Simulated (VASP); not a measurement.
## Ir: single point with PBEsol

The system is Ir.

```
Ir
1.0
     0.00000    1.92696    1.92696
     1.92696    0.00000    1.92696
     1.92696    1.92696    0.00000
Ir
1
Direct
  0.00000 0.00000 0.00000
```

```
Program             : VASP 6.6.1
Task                : single point
Functional          : PBEsol
Potentials or basis : VASP PAW PBE potentials, release 64 (Ir)
Cutoff              : 520 eV
k mesh              : 18 × 18 × 18
Occupations         : fermi-dirac, width 0.03 eV
Spin                : no spin polarisation
```

```
Pressure : -6.0 GPa
```

Levels at points of the mesh, in eV from the Fermi level:
```
           k point  band 1  band 2  band 3  band 4  band 5  band 6  band 7  band 8
(0.00, 0.00, 0.00)  -11.10   -3.87   -3.87   -3.87   -1.20   -1.20   14.31   19.81
(0.50, 0.00, 0.00)   -8.06   -3.96   -3.96   -0.82    0.85    0.85    7.07   13.83
(0.50, 0.50, 0.00)   -7.84   -7.28    0.83    1.41    1.41    1.61   10.27   11.57
```

Wall time 9 s on 1 thread of Intel(R) Xeon(R) 6975P-C (Granite Rapids), with other jobs on the host, peak memory 0.15 GiB.

Caveat: the PAW data sets were made with another functional, which shifts forces and pressure a little; spin-orbit coupling is left out, which moves the levels of the heavy elements.
